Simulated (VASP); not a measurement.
# SrNb (Fm-3m) in VASP: notebook, part 3 of 3

VASP 6.6.1. Earlier steps stand in the parts before.

## 5. Single point, PBE

This run uses another cell than the first one, of 31.17 Å³/atom, 1.267 times its volume.

INCAR reads:

```
PREC = Accurate ; ENCUT = 520
EDIFF = 1E-6 ; ISMEAR = 0
SIGMA = 0.1 ; LREAL = False
LASPH = True ; NELM = 60
ALGO = Fast ; ISIF = 2
LWAVE = False ; LCHARG = True
GGA = PE ; LELF = True
LVHAR = True ; NBANDS = 18
```

KPOINTS reads:

```
regular mesh
0
Gamma
  16 16 16
```

POSCAR reads:

```
SrNb
1.0
    0.0000000000      3.1470113204      3.1470113204
    3.1470113204      0.0000000000      3.1470113204
    3.1470113204      3.1470113204      0.0000000000
Sr Nb
1 1
Direct
    0.0000000000      0.0000000000      0.0000000000
    0.5000000000      0.5000000000      0.5000000000
```

Potentials or basis: VASP PAW PBE potentials, release 64 (Sr_sv, Nb_sv).

Run with:

```bash
$ cat potpaw_PBE.64/Sr_sv/POTCAR potpaw_PBE.64/Nb_sv/POTCAR > POTCAR
$ mpirun -np 1 vasp_std > vasp.out
```

OUTCAR:

```text
PREC = Accurate
   ENCUT = 520
   EDIFF = 1E-6
   ISMEAR = 0
   LREAL = False
   LASPH = True
   NELM = 60
   ISIF = 2
   GGA = PE

 ion  position               nearest neighbor table
   1  0.000  0.000  0.000-   2 3.15   2 3.15   2 3.15   2 3.15   2 3.15   2 3.15
   2  0.500  0.500  0.500-   1 3.15   1 3.15   1 3.15   1 3.15   1 3.15   1 3.15

  LATTYP: Found a face centered cubic cell.
 ALAT       =     6.2940226408

  Lattice vectors:

 A1 = (   0.0000000000,   3.1470113204,   3.1470113204)
 A2 = (   3.1470113204,   0.0000000000,   3.1470113204)
 A3 = (   3.1470113204,   3.1470113204,   0.0000000000)

Analysis of symmetry for initial positions (statically):
=====================================================================
 Subroutine PRICEL returns:
 Original cell was already a primitive cell.

 Routine SETGRP: Setting up the symmetry group for a
 face centered cubic supercell.

 Subroutine GETGRP returns: Found 48 space group operations
 (whereof 48 operations were pure point group operations)
 out of a pool of 48 trial point group operations.

The static configuration has the point symmetry O_h .

Analysis of symmetry for dynamics (positions and initial velocities):
=====================================================================
 Subroutine PRICEL returns:
 Original cell was already a primitive cell.

 Routine SETGRP: Setting up the symmetry group for a
 face centered cubic supercell.

 Subroutine GETGRP returns: Found 48 space group operations
 (whereof 48 operations were pure point group operations)
 out of a pool of 48 trial point group operations.

The dynamic configuration has the point symmetry O_h .

 Subroutine INISYM returns: Found 48 space group operations
 (whereof 48 operations are pure point group operations),
 and found     1 'primitive' translations

----------------------------------------------------------------------------------------

                                     Primitive cell

  volume of cell :      62.3340

  direct lattice vectors                    reciprocal lattice vectors
     0.000000000  3.147011320  3.147011320    -0.158880903  0.158880903  0.158880903
     3.147011320  0.000000000  3.147011320     0.158880903 -0.158880903  0.158880903
     3.147011320  3.147011320  0.000000000     0.158880903  0.158880903 -0.158880903

  length of vectors
     4.450546090  4.450546090  4.450546090     0.275189796  0.275189796  0.275189796

  position of ions in fractional coordinates (direct lattice)
     0.000000000  0.000000000  0.000000000
     0.500000000  0.500000000  0.500000000

  ion indices of the primitive-cell ions
   primitive index   ion index
                 1           1
                 2           2

----------------------------------------------------------------------------------------

 KPOINTS: regular mesh

Automatic generation of k-mesh.
 Grid dimensions read from file:
 generate k-points for:   16   16   16

 Generating k-lattice:

  Cartesian coordinates                     Fractional coordinates (reciprocal lattice)
    -0.009930056  0.009930056  0.009930056     0.062500000  0.000000000  0.000000000
     0.009930056 -0.009930056  0.009930056     0.000000000  0.062500000  0.000000000
     0.009930056  0.009930056 -0.009930056     0.000000000  0.000000000  0.062500000

  Length of vectors
     0.017199362  0.017199362  0.017199362

  Shift w.r.t. Gamma in fractional coordinates (k-lattice)
     0.000000000  0.000000000  0.000000000

 Subroutine IBZKPT returns following result:
 ===========================================

 Found    145 irreducible k-points:

 Following reciprocal coordinates:
            Coordinates               Weight
  0.000000  0.000000  0.000000      1.000000
  0.062500  0.000000  0.000000      8.000000
  0.125000  0.000000  0.000000      8.000000
  0.187500  0.000000  0.000000      8.000000
  0.250000  0.000000  0.000000      8.000000
  0.312500  0.000000  0.000000      8.000000
[... 16 lines left out ...]
 -0.125000  0.062500  0.000000     24.000000
 -0.062500  0.062500  0.000000     12.000000
 [... further k-points ...]
   k-points           NKPTS =    145   k-points in BZ     NKDIM =    145   number of bands    NBANDS=     18
   number of dos      NEDOS =    301   number of ions     NIONS =      2
   total plane-waves  NPLWV =  46656
   dimension x,y,z NGX =    36 NGY =   36 NGZ =   36
   dimension x,y,z NGXF=    72 NGYF=   72 NGZF=   72
   ions per type =               1   1
   NGX,Y,Z   is equivalent  to a cutoff of  13.45, 13.45, 13.45 a.u.
   NGXF,Y,Z  is equivalent  to a cutoff of  26.89, 26.89, 26.89 a.u.
 SYSTEM =  unknown system
   PREC   = accura    normal or accurate (medium, high low for compatibility)
   ISTART =      0    job   : 0-new  1-cont  2-samecut
   ICHARG =      2    charge: 1-file 2-atom 10-const
   ISPIN  =      1    spin polarized calculation?
   LNONCOLLINEAR =      F non collinear calculations
   LSORBIT =      F    spin-orbit coupling
   LASPH  =      T    aspherical Exc in radial PAW
   ENCUT  =  520.0 eV  38.22 Ry    6.18 a.u.   8.28  8.28  8.28*2*pi/ulx,y,z
   NELM   =     60;   NELMIN=  2; NELMDL= -5     # of ELM steps
   EDIFF  = 0.1E-05   stopping-criterion for ELM
   LREAL  =      F    real-space projection
   EDIFFG = 0.1E-04   stopping-criterion for IOM
   NSW    =      0    number of steps for IOM
   IBRION =     -1    ionic relax: 0-MD 1-quasi-New 2-CG
   NFREE  =      0    steps in history (QN), initial steepest desc. (CG)
   ISIF   =      2    stress and relaxation
   ISYM   =      2    0-nonsym 1-usesym 2-fastsym
   POTIM  = 0.5000    time-step for ionic-motion
   TEBEG  =    0.0;   TEEND  =   0.0 temperature during run
   PSTRESS=    0.0 pullay stress
   NELECT =      23.0000    total number of electrons
   NUPDOWN=      -1.0000    fix difference up-down
   EMIN   =  10.00;   EMAX   =-10.00  energy-range for DOS
   EFERMI =   0.00;   METHOD = LEGACY
   ISMEAR =     0;   SIGMA  =   0.10  broadening in eV -4-tet -1-fermi 0-gaus
   EFERMI_NEDOS =   21; number of points for ismear=-14 and -15
   IALGO  =     68    algorithm
   IMIX   =      4    mixing-type and parameters
     AMIX     =   0.40;   BMIX     =  1.00
     AMIX_MAG =   1.60;   BMIX_MAG =  1.00
  volume/ion in A,a.u.               =      31.17       210.33
  Fermi-wavevector in a.u.,A,eV,Ry     =   1.174201  2.218918 18.759008  1.378748
  Thomas-Fermi vector in A             =   2.310602
   LORBIT       =      0    0 simple, 1 ext, 2 COOP (PROOUT), +10 PAW based schemes
   GGA     = PE    functional components
   LHFCALC =     F    Hartree Fock is set to
   AEXX    =    0.0000 exact exchange contribution
   IVDW    =     0    specifies the selected vdW correction
   LEPSILON=     F    determine dielectric tensor
   LRPA    =     F    only Hartree local field effects (RPA)
 non-spin polarized calculation
 RMM-DIIS sequential band-by-band and
 Gauss-broadening in eV      SIGMA  =   0.10
  energy-cutoff  :      520.00
  volume of cell :       62.33
 maximum number of plane-waves:      1700
 NGX is ok and might be reduce to    36
   NGX = 17   NGY = 17   NGZ = 17

 number of electron      23.0000001 magnetization

 Free energy of the ion-electron system (eV)
  ---------------------------------------------------
  ext. energy  EPLUGINS =         0.00000000
  ---------------------------------------------------
  free energy    TOTEN  =        -7.46695225 eV

  energy without entropy =       -7.43609041  energy(sigma->0) =       -7.45152133

 E-fermi :   4.2079     XC(G=0):  -9.4955

 val. band max:        4.2076529662   @ k =  -0.3750   0.3750   0.1250
 cond. band min:       4.2082904764   @ k =   0.3125   0.1875   0.0000
 fundamental gap:      0.0006375102
 Fermi energy:         4.2079013978

 k-point     1 :       0.0000    0.0000    0.0000
  band No.  band energies     occupation
      1     -50.8010      2.00000
      2     -30.2845      2.00000
      3     -26.8857      2.00000
      4     -26.8857      2.00000
      5     -26.8857      2.00000
      6     -12.3534      2.00000
[... 10 lines left out ...]
     17      10.2134      0.00000
     18      10.7251      0.00000

 k-point     2 :       0.0625    0.0000    0.0000
  band No.  band energies     occupation
      1     -50.8010      2.00000
      2     -30.2847      2.00000
      3     -26.8858      2.00000
      4     -26.8858      2.00000
      5     -26.8855      2.00000
      6     -12.3612      2.00000
[... 10 lines left out ...]
     17      10.1441      0.00000
     18      11.0466      0.00000
[... 442 lines left out ...]
 k-point    24 :      -0.0625    0.0625    0.0000
  band No.  band energies     occupation
      1     -50.8010      2.00000
      2     -30.2848      2.00000
      3     -26.8863      2.00000
      4     -26.8857      2.00000
      5     -26.8851      2.00000
      6     -12.3742      2.00000
[... 10 lines left out ...]
     17      10.1565      0.00000
     18      10.8532      0.00000

 [... further k-points ...]
[... 5 lines left out ...]
  --------------------------------------------------------------------------------------
  -------------------------------------------------------------------------------------
  Total        0.0297463      0.0297463      0.0297463      0.0000000      0.0000000      0.0000000
  in kB        0.7645731      0.7645731      0.7645731      0.0000000      0.0000000      0.0000000
  external PRESSURE =       0.7645731 kB  Pullay stress =       0.0000000 kB

 VOLUME and BASIS-vectors are now :
 -----------------------------------------------------------------------------
  energy-cutoff  :      520.00
  volume of cell :       62.33
      direct lattice vectors                 reciprocal lattice vectors
     0.000000000  3.147011320  3.147011320    -0.158880903  0.158880903  0.158880903
     3.147011320  0.000000000  3.147011320     0.158880903 -0.158880903  0.158880903
     3.147011320  3.147011320  0.000000000     0.158880903  0.158880903 -0.158880903

 POSITION                                       TOTAL-FORCE (eV/Angst)
 -----------------------------------------------------------------------------------
      0.00000      0.00000      0.00000        -0.000000     -0.000000      0.000000
      3.14701      3.14701      3.14701         0.000000      0.000000     -0.000000
 -----------------------------------------------------------------------------------
    total drift:                                0.000000      0.000000      0.000000

  FREE ENERGIE OF THE ION-ELECTRON SYSTEM (eV)
  ---------------------------------------------------
  free  energy   TOTEN  =        -7.4669522490 eV

  energy  without entropy=       -7.4360904135  energy(sigma->0) =       -7.45152133
```

Run time: 4.7 min. Hardware: 1 thread of Intel Xeon 6975P-C (Granite Rapids), shared host; peak memory 0.35 GiB.

Results:

- Free energy: -7.4670 eV
- Pressure: 0.1 GPa

## 6. Relaxation of cell and atoms, PBE

This run uses another cell than the first one, of 31.22 Å³/atom, 1.269 times its volume.

INCAR reads:

```
PREC     = Accurate       # precision mode
ENCUT    = 600            # plane-wave cutoff, eV
EDIFF    = 1E-7           # SCF threshold, eV
ISMEAR   = 0              # smearing method
SIGMA    = 0.1            # smearing width, eV
LREAL    = F              # projectors in reciprocal space
LASPH    = T              # aspherical terms in the spheres
NELM     = 60             # most SCF steps
ALGO     = Fast           # electronic algorithm
ISIF     = 3              # what is computed and relaxed
LWAVE    = F              # write WAVECAR
LCHARG   = F              # write CHGCAR
GGA      = PE             # functional
IBRION   = 2              # ionic algorithm
NSW      = 100            # ionic steps
EDIFFG   = -0.01          # ionic threshold
```

KPOINTS is that of step 5.

POSCAR reads:

```
SrNb
1.0
    0.0000000000      3.1487222597      3.1487222597
    3.1487222597      0.0000000000      3.1487222597
    3.1487222597      3.1487222597      0.0000000000
Sr Nb
1 1
Direct
    0.0000000000      0.0000000000      0.0000000000
    0.5000000000      0.5000000000      0.5000000000
```

Potentials or basis: VASP PAW PBE potentials, release 64 (Sr_sv, Nb_sv).

Run with:

```bash
$ cat potpaw_PBE.64/Sr_sv/POTCAR potpaw_PBE.64/Nb_sv/POTCAR > POTCAR
$ mpirun -np 1 vasp_std > vasp.out
```

OUTCAR:

```text
PREC = Accurate
   ENCUT = 600
   EDIFF = 1E-7
   ISMEAR = 0
   LREAL = F
   LASPH = T
   NELM = 60
   ISIF = 3
   GGA = PE
   IBRION = 2
   NSW = 100
   EDIFFG = -0.01

 ion  position               nearest neighbor table
   1  0.000  0.000  0.000-   2 3.15   2 3.15   2 3.15   2 3.15   2 3.15   2 3.15
   2  0.500  0.500  0.500-   1 3.15   1 3.15   1 3.15   1 3.15   1 3.15   1 3.15

  LATTYP: Found a face centered cubic cell.
 ALAT       =     6.2974445194

  Lattice vectors:

 A1 = (   0.0000000000,   3.1487222597,   3.1487222597)
 A2 = (   3.1487222597,   0.0000000000,   3.1487222597)
 A3 = (   3.1487222597,   3.1487222597,   0.0000000000)

Analysis of symmetry for initial positions (statically):
=====================================================================
 Subroutine PRICEL returns:
 Original cell was already a primitive cell.

 Routine SETGRP: Setting up the symmetry group for a
 face centered cubic supercell.

 Subroutine GETGRP returns: Found 48 space group operations
 (whereof 48 operations were pure point group operations)
 out of a pool of 48 trial point group operations.

The static configuration has the point symmetry O_h .

Analysis of symmetry for dynamics (positions and initial velocities):
[... 216 lines left out ...]
      1     -50.8245      2.00000
      2     -30.3118      2.00000
      3     -26.9088      2.00000
      4     -26.9088      2.00000
      5     -26.9088      2.00000
      6     -12.3802      2.00000
      7     -12.3802      2.00000
      8     -12.3802      2.00000
      9       0.2127      2.00000
     10       3.3929      2.00000
     11       3.3929      2.00000
     12       3.4249      2.00000
     13       3.4249      2.00000
     14       3.4249      2.00000
[... 401 lines left out ...]
      2     -30.3121      2.00000
      3     -26.9093      2.00000
      4     -26.9087      2.00000
      5     -26.9081      2.00000
      6     -12.4008      2.00000
      7     -12.3869      2.00000
      8     -12.3847      2.00000
      9       0.3845      2.00000
     10       3.3837      2.00000
     11       3.4551      2.00000
     12       3.4938      2.00000
     13       3.5056      2.00000
     14       3.5534      2.00000
     15       9.6941      0.00000

 [... further k-points ...]
[... 5 lines left out ...]
  --------------------------------------------------------------------------------------
  -------------------------------------------------------------------------------------
  Total        0.0055651      0.0055651      0.0055651      0.0000000     -0.0000000     -0.0000000
  in kB        0.1425882      0.1425882      0.1425882      0.0000000     -0.0000000     -0.0000000
  external PRESSURE =       0.1425882 kB  Pullay stress =       0.0000000 kB

 VOLUME and BASIS-vectors are now :
 -----------------------------------------------------------------------------
  energy-cutoff  :      600.00
  volume of cell :       62.53
      direct lattice vectors                 reciprocal lattice vectors
     0.000000000  3.150329163  3.150329163    -0.158713574  0.158713574  0.158713574
     3.150329163  0.000000000  3.150329163     0.158713574 -0.158713574  0.158713574
     3.150329163  3.150329163 -0.000000000     0.158713574  0.158713574 -0.158713574

 POSITION                                       TOTAL-FORCE (eV/Angst)
 -----------------------------------------------------------------------------------
      3.15033      3.15033     -0.00000         0.000000      0.000000      0.000000
      3.15033      3.15033      3.15033        -0.000000     -0.000000     -0.000000
 -----------------------------------------------------------------------------------
    total drift:                                0.000000      0.000000      0.000000

  FREE ENERGIE OF THE ION-ELECTRON SYSTEM (eV)
  ---------------------------------------------------
  free  energy   TOTEN  =        -7.4669506655 eV

  energy  without entropy=       -7.4359254367  energy(sigma->0) =       -7.45143805

 reached required accuracy - stopping structural energy minimisation
```

OSZICAR:

```text
N       E                     dE             d eps       ncg     rms          rms(c)
DAV:   1     0.210394158364E+03    0.21039E+03   -0.13266E+04  4350   0.161E+03
DAV:   2     0.653754858695E+01   -0.20386E+03   -0.20193E+03  5548   0.486E+02
DAV:   3    -0.770393981120E+01   -0.14241E+02   -0.13977E+02  8437   0.902E+01
[... 69 lines left out ...]
RMM:  11    -0.746695020906E+01   -0.23274E-06   -0.29224E-06  4039   0.949E-03    0.162E-03
RMM:  12    -0.746695045661E+01   -0.24755E-06   -0.30384E-06  3703   0.655E-03    0.187E-03
RMM:  13    -0.746695050029E+01   -0.43685E-07   -0.11147E-06  3501   0.541E-03    0.196E-03
RMM:  14    -0.746695064217E+01   -0.14188E-06   -0.16308E-06  3295   0.462E-03    0.214E-03
RMM:  15    -0.746695066550E+01   -0.23327E-07   -0.51891E-07  3150   0.382E-03
   2 F= -.74669507E+01 E0= -.74514381E+01  d E =-.194649E-03
```

Run time: 5.7 min. Hardware: 1 thread of Intel Xeon 6975P-C (Granite Rapids), shared host; peak memory 0.37 GiB.

What came out:

```
Free energy                            : -7.4670 eV
Relaxed volume                         : 31.27 Å³/atom
Relaxed cell                           : a = 4.455 Å, b = 4.455 Å, c = 4.455 Å, α = 60.00°, β = 60.00°, γ = 60.00°
Space group after relaxing (to 0.05 Å) : Fm-3m (No. 225)
Energy gained by relaxing              : 0.1 meV/atom
Ionic steps                            : 2
Pressure after relaxing                : 0.0 GPa
```

Step by step:
```
step  energy change (eV)  largest force (eV/Å)  pressure (GPa)  volume (Å³)
   1              0.0000                0.0000            0.05        62.44
   2             -0.0002                0.0000            0.01        62.53
```

Final structure:
```
Sr Nb
1.0
     0.00000    3.15033    3.15033
     3.15033    0.00000    3.15033
     3.15033    3.15033    0.00000
Sr Nb
1 1
Direct
  0.00000 0.00000 0.00000
  0.50000 0.50000 0.50000
```

## 7. The runs side by side

```tsv
task	cell	k mesh	cutoff (eV)	gap on the mesh (eV)	pressure (GPa)	relaxed volume (Å³/atom)
single point	a = 4.113 Å, angles 60.0°, 2 atoms	6 × 6 × 6	520	none	9.7	-
single point	a = 4.453 Å, angles 60.0°, 2 atoms	6 × 6 × 6	520	none	0.2	-
relaxation of cell and atoms	relaxed from a = 4.113 Å, angles 60.0°, 2 atoms	6 × 6 × 6	600	none	-0.1	31.62
single point	a = 4.451 Å, angles 60.0°, 2 atoms	16 × 16 × 16	520	none	0.1	-
relaxation of cell and atoms	relaxed from a = 4.453 Å, angles 60.0°, 2 atoms	16 × 16 × 16	600	none	0.0	31.27
```

Alike in all rows: level PBE; potentials or basis VASP PAW PBE potentials, release 64 (Sr_sv, Nb_sv); no spin polarisation; smearing gaussian 0.1 eV.

Caveats: the volume moved by over 15 % at a fixed basis, so the end points are rough (some runs).

Total energies depend on the potentials used, so only differences within one code and one set of settings carry meaning.
